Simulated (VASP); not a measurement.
# Se (Im-3m) in VASP: further runs

Runs on Se. Level: r2SCAN. Tasks: single point, relaxation of cell and atoms.

Program: VASP 6.6.1. These are calculated values, not measurements. Logs are shortened: lines on timing, memory, paths and dates and some standing lists are left out, and cuts for length are marked.

## 1. The cell of the first run

The structure is cubic, space group Im-3m (No. 229). The conventional cell has a = 2.846 Å, b = 2.846 Å, c = 2.846 Å, α = 90.00°, β = 90.00°, γ = 90.00°. Se (site symmetry m-3m) has 14 Se at 2.46 to 2.85 Å within 3.3 Å.

## 2. Single point, r2SCAN

File POSCAR:

```
Se
1.0
   -1.4228464720      1.4228464720      1.4228464720
    1.4228464720     -1.4228464720      1.4228464720
    1.4228464720      1.4228464720     -1.4228464720
Se
1
Direct
    0.0000000000      0.0000000000      0.0000000000
```

File INCAR.step1:

```
SYSTEM = Se
  ALGO = Normal
  EDIFF = 1E-4
  ENCUT = 520
  GGA = PE
  ISMEAR = 0
  LASPH = .True.
  LCHARG = .False.
  LREAL = .False.
  LWAVE = .True.
  NBANDS = 9
  NELM = 100
  PREC = Accurate
  SIGMA = 0.1
```

File INCAR.step2:

```
SYSTEM = Se
  ALGO = Normal
  EDIFF = 1E-6
  ENCUT = 520
  ISIF = 2
  ISMEAR = 0
  ISTART = 1
  LASPH = .True.
  LCHARG = .True.
  LELF = .True.
  LMIXTAU = .True.
  LREAL = .False.
  LVHAR = .True.
  LWAVE = .False.
  METAGGA = R2SCAN
  NBANDS = 9
  NELM = 100
  PREC = Accurate
  SIGMA = 0.1
```

File KPOINTS:

```
k-points
0
Gamma
  20 20 20
  0 0 0
```

Potentials or basis: VASP PAW PBE potentials, release 64 (Se).

On the command line:

```sh
cat potpaw_PBE.64/Se/POTCAR > POTCAR
cp INCAR.step1 INCAR
mpirun -np 1 vasp_std > vasp.out
cp INCAR.step2 INCAR
mpirun -np 1 vasp_std > vasp.out
```

OUTCAR:

```text
SYSTEM = Se
   EDIFF = 1E-6
   ENCUT = 520
   ISIF = 2
   ISMEAR = 0
   ISTART = 1
   LASPH = .True.
   LREAL = .False.
   METAGGA = R2SCAN
   NELM = 100
   PREC = Accurate

 ion  position               nearest neighbor table
   1  0.000  0.000  0.000-

  LATTYP: Found a body centered cubic cell.
 ALAT       =     2.8456929440

  Lattice vectors:

 A1 = (  -1.4228464720,   1.4228464720,   1.4228464720)
 A2 = (   1.4228464720,  -1.4228464720,   1.4228464720)
 A3 = (   1.4228464720,   1.4228464720,  -1.4228464720)

Analysis of symmetry for initial positions (statically):
=====================================================================
 Subroutine PRICEL returns:
 Original cell was already a primitive cell.

 Routine SETGRP: Setting up the symmetry group for a
 body centered cubic supercell.

 Subroutine GETGRP returns: Found 48 space group operations
 (whereof 48 operations were pure point group operations)
 out of a pool of 48 trial point group operations.

The static configuration has the point symmetry O_h .

Analysis of symmetry for dynamics (positions and initial velocities):
=====================================================================
 Subroutine PRICEL returns:
 Original cell was already a primitive cell.

 Routine SETGRP: Setting up the symmetry group for a
 body centered cubic supercell.

 Subroutine GETGRP returns: Found 48 space group operations
 (whereof 48 operations were pure point group operations)
 out of a pool of 48 trial point group operations.

The dynamic configuration has the point symmetry O_h .

 Subroutine INISYM returns: Found 48 space group operations
 (whereof 48 operations are pure point group operations),
 and found     1 'primitive' translations

----------------------------------------------------------------------------------------

                                     Primitive cell

  volume of cell :      11.5222

  direct lattice vectors                    reciprocal lattice vectors
    -1.422846472  1.422846472  1.422846472     0.000000000  0.351408258  0.351408258
     1.422846472 -1.422846472  1.422846472     0.351408258  0.000000000  0.351408258
     1.422846472  1.422846472 -1.422846472     0.351408258  0.351408258  0.000000000

  length of vectors
     2.464442381  2.464442381  2.464442381     0.496966324  0.496966324  0.496966324

  position of ions in fractional coordinates (direct lattice)
     0.000000000  0.000000000  0.000000000

  ion indices of the primitive-cell ions
   primitive index   ion index
                 1           1

----------------------------------------------------------------------------------------

 KPOINTS: k-points

Automatic generation of k-mesh.
 Grid dimensions read from file:
 generate k-points for:   20   20   20

 Generating k-lattice:

  Cartesian coordinates                     Fractional coordinates (reciprocal lattice)
     0.000000000  0.017570413  0.017570413     0.050000000  0.000000000  0.000000000
     0.017570413  0.000000000  0.017570413     0.000000000  0.050000000  0.000000000
     0.017570413  0.017570413  0.000000000     0.000000000  0.000000000  0.050000000

  Length of vectors
     0.024848316  0.024848316  0.024848316

  Shift w.r.t. Gamma in fractional coordinates (k-lattice)
     0.000000000  0.000000000  0.000000000

 Subroutine IBZKPT returns following result:
 ===========================================

 Found    256 irreducible k-points:

 Following reciprocal coordinates:
            Coordinates               Weight
  0.000000  0.000000  0.000000      1.000000
  0.050000  0.000000  0.000000     12.000000
  0.100000  0.000000  0.000000     12.000000
  0.150000  0.000000  0.000000     12.000000
  0.200000  0.000000  0.000000     12.000000
  0.250000  0.000000  0.000000     12.000000
[... 16 lines left out ...]
  0.200000  0.100000  0.000000     48.000000
  0.250000  0.100000  0.000000     48.000000
 [... further k-points ...]
   k-points           NKPTS =    256   k-points in BZ     NKDIM =    256   number of bands    NBANDS=      9
   number of dos      NEDOS =    301   number of ions     NIONS =      1
   total plane-waves  NPLWV =   5832
   dimension x,y,z NGX =    18 NGY =   18 NGZ =   18
   dimension x,y,z NGXF=    36 NGYF=   36 NGZF=   36
   ions per type =               1
   NGX,Y,Z   is equivalent  to a cutoff of  12.14, 12.14, 12.14 a.u.
   NGXF,Y,Z  is equivalent  to a cutoff of  24.28, 24.28, 24.28 a.u.
 SYSTEM =  Se
   PREC   = accura    normal or accurate (medium, high low for compatibility)
   ISTART =      1    job   : 0-new  1-cont  2-samecut
   ICHARG =      0    charge: 1-file 2-atom 10-const
   ISPIN  =      1    spin polarized calculation?
   LNONCOLLINEAR =      F non collinear calculations
   LSORBIT =      F    spin-orbit coupling
   LASPH  =      T    aspherical Exc in radial PAW
   ENCUT  =  520.0 eV  38.22 Ry    6.18 a.u.   4.58  4.58  4.58*2*pi/ulx,y,z
   NELM   =    100;   NELMIN=  2; NELMDL=  0     # of ELM steps
   EDIFF  = 0.1E-05   stopping-criterion for ELM
   LREAL  =      F    real-space projection
   EDIFFG = 0.1E-04   stopping-criterion for IOM
   NSW    =      0    number of steps for IOM
   IBRION =     -1    ionic relax: 0-MD 1-quasi-New 2-CG
   NFREE  =      0    steps in history (QN), initial steepest desc. (CG)
   ISIF   =      2    stress and relaxation
   ISYM   =      2    0-nonsym 1-usesym 2-fastsym
   POTIM  = 0.5000    time-step for ionic-motion
   TEBEG  =    0.0;   TEEND  =   0.0 temperature during run
   PSTRESS=    0.0 pullay stress
   NELECT =       6.0000    total number of electrons
   NUPDOWN=      -1.0000    fix difference up-down
   EMIN   =  10.00;   EMAX   =-10.00  energy-range for DOS
   EFERMI =   0.00;   METHOD = LEGACY
   ISMEAR =     0;   SIGMA  =   0.10  broadening in eV -4-tet -1-fermi 0-gaus
   EFERMI_NEDOS =   21; number of points for ismear=-14 and -15
   IALGO  =     38    algorithm
   IMIX   =      4    mixing-type and parameters
     AMIX     =   0.40;   BMIX     =  1.00
     AMIX_MAG =   1.60;   BMIX_MAG =  1.00
  volume/ion in A,a.u.               =      11.52        77.76
  Fermi-wavevector in a.u.,A,eV,Ry     =   1.317085  2.488930 23.602210  1.734713
  Thomas-Fermi vector in A             =   2.447151
   LORBIT       =      0    0 simple, 1 ext, 2 COOP (PROOUT), +10 PAW based schemes
   METAGGA = R2SCAN    functional components
   LHFCALC =     F    Hartree Fock is set to
   AEXX    =    0.0000 exact exchange contribution
   IVDW    =     0    specifies the selected vdW correction
   LEPSILON=     F    determine dielectric tensor
   LRPA    =     F    only Hartree local field effects (RPA)
 non-spin polarized calculation
 Gauss-broadening in eV      SIGMA  =   0.10
  energy-cutoff  :      520.00
  volume of cell :       11.52
 maximum number of plane-waves:       321
   NGX =  9   NGY =  9   NGZ =  9

 number of electron       5.9999998 magnetization

 Free energy of the ion-electron system (eV)
  ---------------------------------------------------
  ext. energy  EPLUGINS =         0.00000000
  ---------------------------------------------------
  free energy    TOTEN  =       -11.12879470 eV

  energy without entropy =      -11.12676945  energy(sigma->0) =      -11.12778208

 E-fermi :  14.5210     XC(G=0): -14.1767

 val. band max:       14.5180524971   @ k =   0.1500   0.1000   0.1000
 cond. band min:      14.5210969395   @ k =   0.4000   0.1500   0.0500
 fundamental gap:      0.0030444424
 Fermi energy:        14.5209522115

 k-point     1 :       0.0000    0.0000    0.0000
  band No.  band energies     occupation
      1      -9.8892      2.00000
      2      21.9407      0.00000
      3      21.9407      0.00000
      4      21.9407      0.00000
      5      28.8403      0.00000
      6      28.8403      0.00000
      7      28.8403      0.00000
      8      33.2547      0.00000
      9      33.2547      0.00000

 k-point     2 :       0.0500    0.0000    0.0000
  band No.  band energies     occupation
      1      -9.7931      2.00000
      2      21.1799      0.00000
      3      21.5160      0.00000
      4      21.8544      0.00000
      5      28.3535      0.00000
      6      28.7518      0.00000
      7      29.4268      0.00000
      8      31.8375      0.00000
      9      32.4683      0.00000

 k-point     3 :       0.1000    0.0000    0.0000
  band No.  band energies     occupation
      1      -9.5052      2.00000
      2      19.2807      0.00000
      3      20.5345      0.00000
      4      21.6019      0.00000
      5      27.3257      0.00000
      6      28.0595      0.00000
      7      30.8938      0.00000
      8      31.4842      0.00000
      9      31.8008      0.00000

 k-point     4 :       0.1500    0.0000    0.0000
  band No.  band energies     occupation
      1      -9.0257      2.00000
      2      16.8322      0.00000
      3      19.3886      0.00000
      4      21.2080      0.00000
      5      26.2111      0.00000
      6      26.9857      0.00000
      7      31.5270      0.00000
      8      31.9629      0.00000
      9      32.8502      0.00000
[... 205 lines left out ...]
 k-point    22 :       0.1500    0.1000    0.0000
  band No.  band energies     occupation
      1      -8.0686      2.00000
      2      14.0577      2.00000
      3      16.6587      0.00000
      4      19.5396      0.00000
      5      25.9551      0.00000
      6      27.2924      0.00000
      7      30.6748      0.00000
      8      33.5082      0.00000
      9      35.5798      0.00000

 k-point    23 :       0.2000    0.1000    0.0000
  band No.  band energies     occupation
      1      -7.2104      2.00000
      2      11.6189      2.00000
      3      15.4705      0.00000
      4      18.8661      0.00000
      5      25.3067      0.00000
      6      27.0309      0.00000
      7      30.8248      0.00000
      8      35.2223      0.00000
      9      36.9337      0.00000

 k-point    24 :       0.2500    0.1000    0.0000
  band No.  band energies     occupation
      1      -6.1674      2.00000
      2       9.1383      2.00000
      3      14.5411      0.77566
      4      18.2593      0.00000
      5      24.6856      0.00000
      6      26.7775      0.00000
      7      31.2440      0.00000
      8      36.8169      0.00000
      9      38.8087      0.00000

 [... further k-points ...]
[... 5 lines left out ...]
  --------------------------------------------------------------------------------------
  -------------------------------------------------------------------------------------
  Total       10.7135966     10.7135966     10.7135966     -0.0000000      0.0000000     -0.0000000
  in kB     1489.7443770   1489.7443770   1489.7443770     -0.0000000      0.0000000     -0.0000000
  external PRESSURE =    1489.7443770 kB  Pullay stress =       0.0000000 kB

 VOLUME and BASIS-vectors are now :
 -----------------------------------------------------------------------------
  energy-cutoff  :      520.00
  volume of cell :       11.52
      direct lattice vectors                 reciprocal lattice vectors
    -1.422846472  1.422846472  1.422846472     0.000000000  0.351408258  0.351408258
     1.422846472 -1.422846472  1.422846472     0.351408258  0.000000000  0.351408258
     1.422846472  1.422846472 -1.422846472     0.351408258  0.351408258  0.000000000

 POSITION                                       TOTAL-FORCE (eV/Angst)
 -----------------------------------------------------------------------------------
      0.00000      0.00000      0.00000         0.000000     -0.000000      0.000000
 -----------------------------------------------------------------------------------
    total drift:                                0.000000     -0.000000      0.000000

  FREE ENERGIE OF THE ION-ELECTRON SYSTEM (eV)
  ---------------------------------------------------
  free  energy   TOTEN  =       -11.1287947045 eV

  energy  without entropy=      -11.1267694508  energy(sigma->0) =      -11.12778208
```

Run time: 61 s. Hardware: 1 thread of Intel Xeon Platinum 8375C at 2.90GHz (Ice Lake), shared host; peak memory 0.14 GiB.

Results:

```yaml
Free_energy: -11.1288 eV
Pressure: 149.0 GPa
Band_gap_on_the_k_mesh: zero (band 3 reaches 21.94 eV, above the bottom of band 4 at 6.14 eV)
```

Levels at points of the mesh, in eV from the Fermi level:
```csv
k point,band 1,band 2,band 3,band 4,band 5,band 6,band 7
"(0.00, 0.00, 0.00)",-24.41,7.42,7.42,7.42,14.32,14.32,14.32
"(0.50, 0.00, 0.00)",-16.02,-13.34,0.32,4.16,7.63,8.57,22.99
"(0.50, 0.50, 0.50)",-8.30,-6.62,-6.62,-6.62,0.87,0.87,30.98
```

Caveat: the PAW data sets were made with another functional, which shifts forces and pressure a little.

## 3. Relaxation of cell and atoms, r2SCAN, target pressure 148 GPa, at which the enthalpy is minimised

This run uses another cell than the first one, of 11.55 Å³/atom, 1.003 times its volume.

File POSCAR:

```
Se
1.0
   -1.4240643244      1.4240643244      1.4240643244
    1.4240643244     -1.4240643244      1.4240643244
    1.4240643244      1.4240643244     -1.4240643244
Se
1
Direct
    0.0000000000      0.0000000000      0.0000000000
```

File INCAR.step1:

```
SYSTEM = Se
ALGO = Normal ; EDIFF = 1E-4
ENCUT = 600 ; GGA = PE
ISMEAR = 0 ; LASPH = .True.
LCHARG = .False. ; LREAL = .False.
LWAVE = .True. ; NELM = 100
PREC = Accurate ; SIGMA = 0.1
```

File INCAR.step2:

```
SYSTEM = Se
ALGO = Normal ; EDIFF = 1E-6
EDIFFG = -0.002 ; ENCUT = 600
IBRION = 2 ; ISIF = 3
ISMEAR = 0 ; ISTART = 1
LASPH = .True. ; LCHARG = .False.
LMIXTAU = .True. ; LREAL = .False.
LWAVE = .False. ; METAGGA = R2SCAN
NELM = 100 ; NSW = 100
PREC = Accurate ; PSTRESS = 1480.0
SIGMA = 0.1
```

KPOINTS is that of step 2.

Potentials or basis: VASP PAW PBE potentials, release 64 (Se).

On the command line:

```sh
cat potpaw_PBE.64/Se/POTCAR > POTCAR
cp INCAR.step1 INCAR
mpirun -np 1 vasp_std > vasp.out
cp INCAR.step2 INCAR
mpirun -np 1 vasp_std > vasp.out
```

Run time: 2.4 min. Hardware: 1 thread of Intel Xeon Platinum 8375C at 2.90GHz (Ice Lake), shared host; peak memory 0.15 GiB.

Results (log left out):

| Item | Value |
| --- | --- |
| Free energy | -11.1470 eV |
| Relaxed volume | 11.54 Å³/atom |
| Relaxed cell | a = 2.466 Å, b = 2.466 Å, c = 2.466 Å, α = 109.47°, β = 109.47°, γ = 109.47° |
| Space group after relaxing (to 0.05 Å) | Im-3m (No. 229) |
| Energy change on relaxing (the enthalpy is what falls) | +10.0 meV/atom |
| Ionic steps | 3 |
| Pressure after relaxing | 148.0 GPa |
| Band gap on the k mesh | zero (band 3 reaches 21.89 eV, above the bottom of band 4 at 6.12 eV) |

The path:
```csv
step,energy change (eV),largest force (eV/Å),pressure (GPa),volume (Å³)
1,0.0000,0.0000,147.45,11.55
2,0.0611,0.0000,150.78,11.49
3,0.0100,0.0000,148.02,11.54
```

Final structure:
```
CELL_PARAMETERS angstrom
-1.42362 1.42362 1.42362
1.42362 -1.42362 1.42362
1.42362 1.42362 -1.42362
ATOMIC_POSITIONS crystal
Se 0.00000 0.00000 0.00000
```

Levels at points of the mesh, in eV from the Fermi level:
```
           k point  band 1  band 2  band 3  band 4  band 5  band 6
(0.00, 0.00, 0.00)  -24.38    7.40    7.40    7.40   14.31   14.31
(0.50, 0.00, 0.00)  -16.01  -13.32    0.32    4.16    7.64    8.56
(0.50, 0.50, 0.50)   -8.32   -6.61   -6.61   -6.61    0.88    0.88
```

Caveat: the cell is relaxed towards a set pressure, so the enthalpy falls and the energy may rise; the PAW data sets were made with another functional, which shifts forces and pressure a little.

## 4. Single point, r2SCAN

This run uses another cell than the first one, of 11.55 Å³/atom, 1.003 times its volume.

POSCAR is that of step 3.

File INCAR.step1:

```
PREC = Accurate
ENCUT = 520
ISMEAR = 0
SIGMA = 0.1
LREAL = False
LASPH = True
NELM = 100
NBANDS = 9
GGA = PE
ALGO = Normal
EDIFF = 1E-4
LWAVE = True
LCHARG = False
```

File INCAR.step2:

```
PREC = Accurate
ENCUT = 520
EDIFF = 1E-6
ISMEAR = 0
SIGMA = 0.1
LREAL = False
LASPH = True
NELM = 100
ALGO = Normal
ISIF = 2
LWAVE = False
LCHARG = False
METAGGA = R2SCAN
LMIXTAU = True
NBANDS = 9
ISTART = 1
```

File KPOINTS:

```
regular mesh
0
Gamma
  18 18 18
```

On the command line:

```sh
cat potpaw_PBE.64/Se/POTCAR > POTCAR
cp INCAR.step1 INCAR
mpirun -np 1 vasp_std > vasp.out
cp INCAR.step2 INCAR
mpirun -np 1 vasp_std > vasp.out
```

Run time: 50 s. Hardware: 1 thread of Intel Xeon Platinum 8375C at 2.90GHz (Ice Lake), shared host; peak memory 0.13 GiB.

The run converged. Its results:

```
Free energy            : -11.1500 eV
Pressure               : 149.0 GPa
Band gap on the k mesh : zero (band 3 reaches 21.86 eV, above the bottom of band 4 at 7.25 eV)
```

Levels at points of the mesh, in eV from the Fermi level:
```csv
k point,band 1,band 2,band 3,band 4,band 5,band 6
"(0.00, 0.00, 0.00)",-24.30,7.46,7.46,7.46,14.38,14.38
"(0.50, 0.00, 0.00)",-15.94,-13.24,0.39,4.22,7.71,8.62
"(0.50, 0.50, 0.50)",-8.26,-6.54,-6.54,-6.54,0.95,0.95
```

Caveat: the PAW data sets were made with another functional, which shifts forces and pressure a little.

## 5. The runs side by side

| task | cell | k mesh | cutoff (eV) | gap on the mesh (eV) | pressure (GPa) |
| --- | --- | --- | --- | --- | --- |
| single point | a = 2.464 Å, angles 109.5°, 1 atom | 20 × 20 × 20 | 520 | none | 149.0 |
| relaxation of cell and atoms | relaxed to 148 GPa from a = 2.467 Å, angles 109.5°, 1 atom | 20 × 20 × 20 | 600 | none | 148.0 |
| single point | a = 2.467 Å, angles 109.5°, 1 atom | 18 × 18 × 18 | 520 | none | 149.0 |

Alike in all rows: level r2SCAN; potentials or basis VASP PAW PBE potentials, release 64 (Se); no spin polarisation; smearing gaussian 0.1 eV.

Caveats: the PAW data sets were made with another functional, which shifts forces and pressure a little; the cell is relaxed towards a set pressure, so the enthalpy falls and the energy may rise (some runs).

Total energies depend on the potentials used, so only differences within one code and one set of settings carry meaning.
